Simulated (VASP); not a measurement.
# ZnS (P6_3mc) in VASP: settings compared

ZnS is run at these levels: PBEsol, PBE; tasks: single point, vibrations by perturbation theory.

Program: VASP 6.6.1. These are calculated values, not measurements. Logs are shortened: lines on timing, memory, paths and dates and some standing lists are left out, and cuts for length are marked.

## Step 1: The cell of the first run

Symmetry: P6_3mc, No. 186, hexagonal system. Conventional cell: a = 3.846 Å, b = 3.846 Å, c = 6.305 Å, α = 90.00°, β = 90.00°, γ = 120.00°. Zn (site symmetry 3m) has 4 S at 2.36 Å within 3.1 Å. S (site symmetry 3m) has 4 Zn at 2.36 Å within 3.1 Å.

## Step 2: Single point, PBEsol

The input, POSCAR:

```
ZnS
1.0
    3.8455099668      0.0000000000      0.0000000000
   -1.9227549834      3.3303093218      0.0000000000
    0.0000000000      0.0000000000      6.3052902589
Zn S
2 2
Direct
    0.3333333333      0.6666666667      0.0052193591
    0.6666666667      0.3333333333      0.5052193591
    0.3333333333      0.6666666667      0.3797806409
    0.6666666667      0.3333333333      0.8797806409
```

The input, INCAR.step1:

```
SYSTEM = ZnS
PREC = Accurate
ENCUT = 520
EDIFF = 1E-6
ISMEAR = 0
SIGMA = 0.02
LREAL = .False.
LASPH = .True.
NELM = 60
ALGO = Normal
ISIF = 2
LWAVE = .False.
LCHARG = .True.
GGA = PS
NBANDS = 26
```

The input, KPOINTS.step1:

```
regular mesh
0
Gamma
  9 9 6
  0 0 0
```

The input, INCAR.step2:

```
SYSTEM = ZnS
PREC = Accurate
ENCUT = 520
EDIFF = 1E-6
ISMEAR = -5
SIGMA = 0.02
LREAL = .False.
LASPH = .True.
NELM = 60
ALGO = Normal
ISIF = 2
LWAVE = .False.
LCHARG = .False.
GGA = PS
LORBIT = 10
NEDOS = 2001
ICHARG = 11
```

The input, KPOINTS.step2:

```
regular mesh
0
Gamma
  14 14 9
  0 0 0
```

Potentials or basis: VASP PAW PBE potentials, release 64 (Zn, S).

Launch:

```console
$ cat potpaw_PBE.64/Zn/POTCAR potpaw_PBE.64/S/POTCAR > POTCAR
$ cp INCAR.step1 INCAR
$ cp KPOINTS.step1 KPOINTS
$ mpirun -np 1 vasp_std > vasp.out
$ cp INCAR.step2 INCAR
$ cp KPOINTS.step2 KPOINTS
$ mpirun -np 1 vasp_std > vasp.out
```

OUTCAR:

```text
SYSTEM = ZnS
   PREC = Accurate
   ENCUT = 520
   EDIFF = 1E-6
   ISMEAR = -5
   LREAL = .False.
   LASPH = .True.
   NELM = 60
   ISIF = 2
   GGA = PS
   LORBIT = 10
   ICHARG = 11

 ion  position               nearest neighbor table
   1  0.333  0.667  0.005-   4 2.36   4 2.36   4 2.36   3 2.36
   2  0.667  0.333  0.505-   3 2.36   3 2.36   3 2.36   4 2.36
   3  0.333  0.667  0.380-   2 2.36   2 2.36   2 2.36   1 2.36
   4  0.667  0.333  0.880-   1 2.36   1 2.36   1 2.36   2 2.36

  LATTYP: Found a hexagonal cell.
 ALAT       =     3.8455099668
 C/A-ratio  =     1.6396499589

  Lattice vectors:

 A1 = (   3.8455099668,   0.0000000000,   0.0000000000)
 A2 = (  -1.9227549834,   3.3303093218,   0.0000000000)
 A3 = (   0.0000000000,   0.0000000000,   6.3052902589)

Analysis of symmetry for initial positions (statically):
=====================================================================
 Subroutine PRICEL returns:
 Original cell was already a primitive cell.

 Routine SETGRP: Setting up the symmetry group for a
 hexagonal supercell.

 Subroutine GETGRP returns: Found 12 space group operations
 (whereof  6 operations were pure point group operations)
 out of a pool of 24 trial point group operations.

The static configuration has the point symmetry C_3v.
 The point group associated with its full space group is C_6v.

Analysis of symmetry for dynamics (positions and initial velocities):
=====================================================================
 Subroutine PRICEL returns:
 Original cell was already a primitive cell.

 Routine SETGRP: Setting up the symmetry group for a
 hexagonal supercell.

 Subroutine GETGRP returns: Found 12 space group operations
 (whereof  6 operations were pure point group operations)
 out of a pool of 24 trial point group operations.

The dynamic configuration has the point symmetry C_3v.
 The point group associated with its full space group is C_6v.

 Subroutine INISYM returns: Found 12 space group operations
 (whereof  6 operations are pure point group operations),
 and found     1 'primitive' translations

----------------------------------------------------------------------------------------

                                     Primitive cell

  volume of cell :      80.7502

  direct lattice vectors                    reciprocal lattice vectors
     3.845509967  0.000000000  0.000000000     0.260043534  0.150136204  0.000000000
    -1.922754983  3.330309322  0.000000000     0.000000000  0.300272408  0.000000000
     0.000000000  0.000000000  6.305290259     0.000000000  0.000000000  0.158596981

  length of vectors
     3.845509967  3.845509967  6.305290259     0.300272408  0.300272408  0.158596981

  position of ions in fractional coordinates (direct lattice)
     0.333333333  0.666666667  0.005219359
     0.666666667  0.333333333  0.505219359
     0.333333333  0.666666667  0.379780641
     0.666666667  0.333333333  0.879780641

  ion indices of the primitive-cell ions
   primitive index   ion index
                 1           1
                 2           2
                 3           3
                 4           4

----------------------------------------------------------------------------------------

 KPOINTS: regular mesh

Automatic generation of k-mesh.
 Grid dimensions read from file:
 generate k-points for:   14   14    9

 Generating k-lattice:

  Cartesian coordinates                     Fractional coordinates (reciprocal lattice)
     0.018574538  0.010724015  0.000000000     0.071428571 -0.000000000  0.000000000
     0.000000000  0.021448029  0.000000000     0.000000000  0.071428571  0.000000000
     0.000000000  0.000000000  0.017621887     0.000000000  0.000000000  0.111111111

  Length of vectors
     0.021448029  0.021448029  0.017621887

  Shift w.r.t. Gamma in fractional coordinates (k-lattice)
     0.000000000  0.000000000  0.000000000

 TETIRR: Found   1729 inequivalent tetrahedra from    10584

 Subroutine IBZKPT returns following result:
 ===========================================

 Found    120 irreducible k-points:

 Following reciprocal coordinates:
            Coordinates               Weight
  0.000000  0.000000  0.000000      1.000000
  0.071429  0.000000  0.000000      6.000000
  0.142857 -0.000000  0.000000      6.000000
  0.214286 -0.000000  0.000000      6.000000
  0.285714  0.000000  0.000000      6.000000
  0.357143 -0.000000  0.000000      6.000000
[... 16 lines left out ...]
  0.285714  0.285714  0.000000      6.000000
  0.357143  0.285714  0.000000      6.000000
 [... further k-points ...]
   k-points           NKPTS =    120   k-points in BZ     NKDIM =    120   number of bands    NBANDS=     22
   number of dos      NEDOS =   2001   number of ions     NIONS =      4
   total plane-waves  NPLWV =  43200
   dimension x,y,z NGX =    30 NGY =   30 NGZ =   48
   dimension x,y,z NGXF=    60 NGYF=   60 NGZF=   96
   ions per type =               2   2
   NGX,Y,Z   is equivalent  to a cutoff of  12.97, 12.97, 12.66 a.u.
   NGXF,Y,Z  is equivalent  to a cutoff of  25.94, 25.94, 25.31 a.u.
 SYSTEM =  ZnS
   PREC   = accura    normal or accurate (medium, high low for compatibility)
   ISTART =      0    job   : 0-new  1-cont  2-samecut
   ICHARG =     11    charge: 1-file 2-atom 10-const
   ISPIN  =      1    spin polarized calculation?
   LNONCOLLINEAR =      F non collinear calculations
   LSORBIT =      F    spin-orbit coupling
   LASPH  =      T    aspherical Exc in radial PAW
   ENCUT  =  520.0 eV  38.22 Ry    6.18 a.u.   7.15  7.15 11.72*2*pi/ulx,y,z
   NELM   =     60;   NELMIN=  2; NELMDL=  0     # of ELM steps
   EDIFF  = 0.1E-05   stopping-criterion for ELM
   LREAL  =      F    real-space projection
   EDIFFG = 0.1E-04   stopping-criterion for IOM
   NSW    =      0    number of steps for IOM
   IBRION =     -1    ionic relax: 0-MD 1-quasi-New 2-CG
   NFREE  =      0    steps in history (QN), initial steepest desc. (CG)
   ISIF   =      2    stress and relaxation
   ISYM   =      2    0-nonsym 1-usesym 2-fastsym
   POTIM  = 0.5000    time-step for ionic-motion
   TEBEG  =    0.0;   TEEND  =   0.0 temperature during run
   PSTRESS=    0.0 pullay stress
   NELECT =      36.0000    total number of electrons
   NUPDOWN=      -1.0000    fix difference up-down
   EMIN   =  10.00;   EMAX   =-10.00  energy-range for DOS
   EFERMI =   0.00;   METHOD = LEGACY
   ISMEAR =    -5;   SIGMA  =   0.02  broadening in eV -4-tet -1-fermi 0-gaus
   EFERMI_NEDOS =   21; number of points for ismear=-14 and -15
   IALGO  =     38    algorithm
   IMIX   =      4    mixing-type and parameters
     AMIX     =   0.40;   BMIX     =  1.00
     AMIX_MAG =   1.60;   BMIX_MAG =  1.00
  volume/ion in A,a.u.               =      20.19       136.23
  Fermi-wavevector in a.u.,A,eV,Ry     =   1.250627  2.363342 21.280435  1.564068
  Thomas-Fermi vector in A             =   2.384612
   LORBIT       =     10    0 simple, 1 ext, 2 COOP (PROOUT), +10 PAW based schemes
   GGA     = PS    functional components
   LHFCALC =     F    Hartree Fock is set to
   AEXX    =    0.0000 exact exchange contribution
   IVDW    =     0    specifies the selected vdW correction
   LEPSILON=     F    determine dielectric tensor
   LRPA    =     F    only Hartree local field effects (RPA)
 non-spin polarized calculation
 Fermi weights with tetrahedron method with Bloechl corrections
  energy-cutoff  :      520.00
  volume of cell :       80.75
 maximum number of plane-waves:      2195
 NGX is ok and might be reduce to    30

 number of electron      36.0000011 magnetization

 Free energy of the ion-electron system (eV)
  ---------------------------------------------------
  ext. energy  EPLUGINS =         0.00000000
  ---------------------------------------------------
  free energy    TOTEN  =       -15.12955293 eV

  energy without entropy =      -15.12955293  energy(sigma->0) =      -15.12955293

 E-fermi :   1.8229     XC(G=0):  -9.7343

 val. band max:        1.8189827316   @ k =   0.0000   0.0000   0.0000
 cond. band min:       3.7664738881   @ k =   0.0000   0.0000   0.0000
 fundamental gap:      1.9474911566
 Fermi energy:         1.8229196195

 k-point     1 :       0.0000    0.0000    0.0000
  band No.  band energies     occupation
      1     -11.2014      2.00000
      2     -10.2945      2.00000
      3      -4.4674      2.00000
      4      -4.4551      2.00000
      5      -4.4551      2.00000
      6      -4.3773      2.00000
[... 14 lines left out ...]
     21       8.0552      0.00000
     22       8.0615      0.00000

 k-point     2 :       0.0714    0.0000    0.0000
  band No.  band energies     occupation
      1     -11.1676      2.00000
      2     -10.2754      2.00000
      3      -4.4643      2.00000
      4      -4.4537      2.00000
      5      -4.4483      2.00000
      6      -4.3740      2.00000
[... 14 lines left out ...]
     21       7.8644      0.00000
     22       8.1589      0.00000

 k-point     3 :       0.1429   -0.0000    0.0000
  band No.  band energies     occupation
      1     -11.0694      2.00000
      2     -10.2222      2.00000
      3      -4.4659      2.00000
      4      -4.4390      2.00000
      5      -4.4301      2.00000
      6      -4.3613      2.00000
[... 14 lines left out ...]
     21       7.5554      0.00000
     22       8.4219      0.00000
[... 476 lines left out ...]
 k-point    23 :       0.2857    0.2857    0.0000
  band No.  band energies     occupation
      1     -10.1910      2.00000
      2     -10.0024      2.00000
      3      -4.4310      2.00000
      4      -4.2913      2.00000
      5      -4.2271      2.00000
      6      -4.1562      2.00000
[... 14 lines left out ...]
     21       7.5473      0.00000
     22       8.9440      0.00000

 k-point    24 :       0.3571    0.2857    0.0000
  band No.  band energies     occupation
      1     -10.1169      2.00000
      2     -10.0352      2.00000
      3      -4.4344      2.00000
      4      -4.2732      2.00000
      5      -4.2324      2.00000
      6      -4.1453      2.00000
[... 14 lines left out ...]
     21       7.5442      0.00000
     22       9.2996      0.00000

 [... further k-points ...]

------------------------ aborting loop because EDIFF is reached ----------------------------------------

  FORCE on cell =-STRESS in cart. coord.  units (eV):
  Direction    XX          YY          ZZ          XY          YZ          ZX
  --------------------------------------------------------------------------------------
  -------------------------------------------------------------------------------------
  Total       -1.6649336     -1.6649336     -1.6715271      0.0000000     -0.0000000      0.0000000
  in kB      -33.0342083    -33.0342083    -33.1650301      0.0000000     -0.0000000      0.0000000
  external PRESSURE =     -33.0778155 kB  Pullay stress =       0.0000000 kB

 VOLUME and BASIS-vectors are now :
 -----------------------------------------------------------------------------
  energy-cutoff  :      520.00
  volume of cell :       80.75
      direct lattice vectors                 reciprocal lattice vectors
     3.845509967  0.000000000  0.000000000     0.260043534  0.150136204  0.000000000
    -1.922754983  3.330309322  0.000000000     0.000000000  0.300272408  0.000000000
     0.000000000  0.000000000  6.305290259     0.000000000  0.000000000  0.158596981

 POSITION                                       TOTAL-FORCE (eV/Angst)
 -----------------------------------------------------------------------------------
     -0.00000      2.22021      0.03291         0.000000      0.000000     -0.002767
      1.92275      1.11010      3.18555        -0.000000      0.000000     -0.002767
     -0.00000      2.22021      2.39463         0.000000      0.000000      0.002767
      1.92275      1.11010      5.54727         0.000000     -0.000000      0.002767
 -----------------------------------------------------------------------------------
    total drift:                               -0.000000     -0.000000      0.000400

  FREE ENERGIE OF THE ION-ELECTRON SYSTEM (eV)
  ---------------------------------------------------
  free  energy   TOTEN  =       -15.1295529310 eV

  energy  without entropy=      -15.1295529310  energy(sigma->0) =      -15.12955293

 total charge

# of ion       s       p       d       tot
------------------------------------------
    1        0.518   0.462   9.796  10.776
    2        0.518   0.462   9.796  10.776
    3        1.310   2.399   0.000   3.709
    4        1.310   2.399   0.000   3.709
--------------------------------------------------
tot          3.655   5.722  19.592  28.970
```

Run time: 7.3 min. Hardware: 1 thread of Intel Xeon 8259CL, shared host; peak memory 0.32 GiB.

What came out:

| Quantity | Value |
| --- | --- |
| Valence electrons inside the program's atomic spheres | Zn 10.78; S 3.71 |

Levels at points of the mesh, in eV from the valence-band top:
```csv
k point,band 14,band 15,band 16,band 17,band 18,band 19,band 20,band 21,band 22
"(0.00, 0.00, 0.00)",-0.87,-0.87,-0.08,0.00,0.00,1.95,2.94,6.24,6.24
"(0.50, 0.00, 0.00)",-4.06,-3.20,-2.17,-1.64,-0.86,3.56,4.08,5.01,6.84
```

Caveat: the PAW data sets were made with another functional, which shifts forces and pressure a little.

[end of part 1 of 2]
